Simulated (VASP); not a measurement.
# C19O in VASP: notebook, part 2 of 2

VASP 6.6.1. Earlier steps stand in the parts before.

### Step 4. Single point, PBE

INCAR

```
PREC = Accurate
ENCUT = 520
EDIFF = 1E-6
ISMEAR = 0
SIGMA = 0.02
LREAL = Auto
LASPH = T
NELM = 100
ALGO = Normal
ISIF = 2
LWAVE = F
LCHARG = T
GGA = PE
LELF = T
LVHAR = T
NBANDS = 57
```

KPOINTS

```
Automatic mesh
0
Gamma
  2 2 1
```

POSCAR

```
C19O
1.0
    7.3980000000      0.0000000000      0.0000000000
   -3.6990000000      6.4068560000      0.0000000000
    0.0000000000      0.0000000000     13.0000000000
C O
19 1
Direct
   -0.0250168679     -0.0083686913      0.0632756154
    0.1990994644      0.1030886288      0.0633660000
   -0.0250120911      0.3249760881      0.0632468462
    0.1991105510      0.4364287257      0.0630033846
   -0.0250116607      0.6583205554      0.0631728462
    0.1991063076      0.7697730369      0.0628979231
    0.3083334321     -0.0083474640      0.0631782308
    0.5324793129      0.1031181285      0.0632180000
    0.3083341993      0.3249798341      0.0632559231
    0.5324825801      0.4364433975      0.0632282308
    0.3083563046      0.6583260183      0.0625110769
    0.5324819425      0.7697678862      0.0624800000
    0.6416790268     -0.0083551121      0.0629539231
    0.8658090870      0.1031093878      0.0632328462
    0.6416881460      0.3249929451      0.0633795385
    0.8658086814      0.4364565085      0.0632844615
    0.6416831747      0.6583233648      0.0629463077
    0.8658081872      0.7697750660      0.0631922308
    0.3083433004      0.6887036325      0.3179251538
    0.4811151534      0.7418566923      0.3227901538
```

Potentials or basis: VASP PAW PBE potentials, release 64 (C, O).

Launch:

```sh
$ cat potpaw_PBE.64/C/POTCAR potpaw_PBE.64/O/POTCAR > POTCAR
$ mpirun -np 1 vasp_std > vasp.out
```

OUTCAR:

```text
PREC = Accurate
   ENCUT = 520
   EDIFF = 1E-6
   ISMEAR = 0
   LREAL = Auto
   LASPH = T
   NELM = 100
   ISIF = 2
   GGA = PE

 ion  position               nearest neighbor table
   1  0.975  0.992  0.063-  14 1.41  18 1.42   2 1.44
   2  0.199  0.103  0.063-   7 1.41   9 1.42   1 1.44
   3  0.975  0.325  0.063-  16 1.41  14 1.42   4 1.44
   4  0.199  0.436  0.063-   9 1.41  11 1.42   3 1.44
   5  0.975  0.658  0.063-  18 1.41  16 1.42   6 1.44
   6  0.199  0.770  0.063-  11 1.41   7 1.42   5 1.44
[... 453 lines left out ...]
  Total        3.2604208      0.7082187      0.1254455      4.9750871      0.0085807      0.0461121
  in kB        8.4777694      1.8415152      0.3261843     12.9362568      0.0223117      0.1199011
  external PRESSURE =       3.5484896 kB  Pullay stress =       0.0000000 kB

 VOLUME and BASIS-vectors are now :
 -----------------------------------------------------------------------------
  energy-cutoff  :      520.00
  volume of cell :      616.17
      direct lattice vectors                 reciprocal lattice vectors
     7.398000000  0.000000000  0.000000000     0.135171668  0.078041398  0.000000000
    -3.699000000  6.406856000  0.000000000     0.000000000  0.156082796  0.000000000
     0.000000000  0.000000000 13.000000000     0.000000000  0.000000000  0.076923077

 POSITION                                       TOTAL-FORCE (eV/Angst)
 -----------------------------------------------------------------------------------
      3.54488      6.35324      0.82258        -0.003486      0.005505     -0.002095
      1.09161      0.66047      0.82376        -0.007285      0.002243      0.000280
      6.01087      2.08207      0.82221         0.002691     -0.005586     -0.003596
     -0.14133      2.79614      0.81904        -0.006227     -0.002889     -0.005388
      4.77784      4.21777      0.82125         0.003985      0.000955     -0.001572
     -1.37440      4.93183      0.81767        -0.001525      0.000401     -0.002361
[... 12 lines left out ...]
     -0.26639      4.41243      4.13303        -0.894331     -0.287058     -0.014302
      0.81516      4.75297      4.19627         0.892779      0.284986      0.093006
 -----------------------------------------------------------------------------------
    total drift:                                0.006462      0.017903      0.055176

  FREE ENERGIE OF THE ION-ELECTRON SYSTEM (eV)
  ---------------------------------------------------
  free  energy   TOTEN  =      -180.3858332050 eV

  energy  without entropy=     -180.3858332045  energy(sigma->0) =     -180.38583320
```

stdout:

```text
POSCAR found type information on POSCAR C O
 POSCAR found :  2 types and      20 ions
 scaLAPACK will be used
 LDA part: xc-table for (Slater+PW92), standard interpolation
 POSCAR, INCAR and KPOINTS ok, starting setup
 FFT: planning ... GRIDC
 FFT: planning ... GRID_SOFT
 FFT: planning ... GRID
 WAVECAR not read
 entering main loop
```

It took 8.6 min on 1 thread of Oxide Virtual Turin-like, shared host; peak memory 0.58 GiB.

Results:

| Item | Value |
| --- | --- |
| Free energy | -180.3858 eV |
| Largest force | 0.942 eV/Å |
| Band gap on the k mesh | 0.16 eV |

Forces in eV/Å, atoms in the order of the input:
```
C   -0.003  0.006 -0.002
C   -0.007  0.002  0.000
C    0.003 -0.006 -0.004
C   -0.006 -0.003 -0.005
C    0.004  0.001 -0.002
C   -0.002  0.000 -0.002
C    0.003  0.000 -0.006
C   -0.001 -0.004 -0.005
C    0.001  0.000 -0.004
C   -0.002 -0.002 -0.005
C    0.004  0.001 -0.009
C   -0.006  0.000 -0.009
C    0.010  0.007 -0.005
C    0.004  0.000 -0.006
C    0.005  0.001 -0.005
C   -0.003 -0.003 -0.002
C    0.003  0.004 -0.003
C   -0.006 -0.004 -0.005
C   -0.894 -0.287 -0.014
O    0.893  0.285  0.093
```

Levels at points of the mesh, in eV from the valence-band top:
| k point | band 38 | band 39 | band 40 | band 41 | band 42 | band 43 | band 44 | band 45 |
| --- | --- | --- | --- | --- | --- | --- | --- | --- |
| (0.00, 0.00, 0.00) | -3.14 | -2.78 | -0.01 | 0.00 | 0.16 | 0.17 | 2.33 | 2.36 |
| (0.50, 0.00, 0.00) | -2.58 | -2.55 | -2.55 | -2.36 | 1.89 | 2.28 | 2.33 | 2.56 |
| (0.00, 0.50, 0.00) | -2.62 | -2.53 | -2.52 | -2.26 | 1.72 | 2.28 | 2.31 | 2.53 |
| (0.50, 0.50, 0.00) | -2.61 | -2.55 | -2.54 | -2.21 | 1.63 | 2.27 | 2.34 | 2.57 |

Caveat: the k points lie up to 0.49 Å⁻¹ apart; there is no dipole correction, which matters where the two faces differ.

### Step 5. Single point, PBE

INCAR

```
  PREC = Accurate
  ENCUT = 520
  EDIFF = 1E-6
  ISMEAR = 0
  SIGMA = 0.02
  LREAL = Auto
  LASPH = T
  NELM = 80
  ALGO = Normal
  ISIF = 2
  LWAVE = F
  LCHARG = T
  GGA = PE
  LELF = T
  LVHAR = T
  NBANDS = 57
```

KPOINTS

```
regular mesh
0
Gamma
  2 2 1
```

POSCAR

```
C19O
1.0
    7.3980000000      0.0000000000      0.0000000000
   -3.6990000000      6.4068560000      0.0000000000
    0.0000000000      0.0000000000     13.0000000000
C O
19 1
Direct
   -0.0217916743     -0.0072508263      0.0692968462
    0.2019272954      0.1048962237      0.0694061538
   -0.0220412917      0.3256832993      0.0710326923
    0.2018261207      0.4377974158      0.0712739231
   -0.0221364694      0.6594488779      0.0688349231
    0.2018274549      0.7720109520      0.0692603846
    0.3116218183     -0.0069491183      0.0700800000
    0.5356695224      0.1047680797      0.0714660000
    0.3115161173      0.3262103909      0.0708706154
    0.5355536401      0.4380207702      0.0711894615
    0.3109808405      0.6592003941      0.0718240769
    0.5367469536      0.7716839586      0.0726089231
    0.6451626560     -0.0072434904      0.0720232308
    0.8690044383      0.1048017936      0.0708157692
    0.6448684700      0.3260745988      0.0707736154
    0.8686558086      0.4380618200      0.0705199231
    0.6450824119      0.6592153780      0.0715183077
    0.8689345409      0.7715160135      0.0692935385
    0.3213383860      0.7100741768      0.2425573846
    0.4905691930      0.7366939416      0.2489441538
```

Launch:

```sh
$ cat potpaw_PBE.64/C/POTCAR potpaw_PBE.64/O/POTCAR > POTCAR
$ mpirun -np 1 vasp_std > vasp.out
```

Wall time 8 min (1 thread of Oxide Virtual Turin-like, shared host); peak memory 0.59 GiB.

The run converged. Its results:

- Free energy: -179.2426 eV
- Largest force: 2.379 eV/Å
- Band gap on the k mesh: 0.18 eV

Forces in eV/Å, atoms in the order of the input:
```
C   -0.015  0.006  0.050
C    0.029  0.010  0.079
C   -0.022  0.007 -0.017
C    0.003  0.108 -0.196
C    0.061  0.020  0.050
C    0.130 -0.046 -0.367
C    0.007 -0.077 -0.064
C   -0.017  0.013 -0.045
C    0.012 -0.026  0.022
C   -0.011  0.030 -0.015
C    0.068  0.053 -1.167
C   -0.134 -0.009 -1.492
C    0.002 -0.081 -0.240
C    0.036  0.023  0.019
C   -0.015 -0.026  0.054
C    0.036  0.031 -0.002
C   -0.071  0.033 -0.263
C    0.002  0.025  0.071
C    1.473  0.019  1.869
O   -1.576 -0.112  1.654
```

Levels at points of the mesh, in eV from the valence-band top:
| k point | band 39 | band 40 | band 41 | band 42 | band 43 | band 44 |
| --- | --- | --- | --- | --- | --- | --- |
| (0.00, 0.00, 0.00) | -2.78 | -0.11 | 0.00 | 0.18 | 0.24 | 2.68 |
| (0.50, 0.00, 0.00) | -2.46 | -2.29 | -2.09 | 1.85 | 2.03 | 2.39 |
| (0.00, 0.50, 0.00) | -2.46 | -2.36 | -1.89 | 1.58 | 2.00 | 2.43 |
| (0.50, 0.50, 0.00) | -2.46 | -2.26 | -2.02 | 1.43 | 2.19 | 2.38 |

Caveat: the k points lie up to 0.49 Å⁻¹ apart; there is no dipole correction, which matters where the two faces differ.

### Step 6. Summary

```csv
cell,gap on the mesh (eV),largest force (eV/Å)
"as given, atomic positions A",0.22,0.91
"as given, atomic positions B",0.22,0.94
"as given, atomic positions C",0.16,0.94
"as given, atomic positions D",0.18,2.38
```

Alike in all rows: task single point; level PBE; potentials or basis VASP PAW PBE potentials, release 64 (C, O); no spin polarisation; k mesh 2 × 2 × 1; cutoff (eV) 520; smearing gaussian 0.02 eV.

Caveats: all runs use coarse meshes; there is no dipole correction, which matters where the two faces differ.

Total energies depend on the potentials used, so only differences within one code and one set of settings carry meaning.
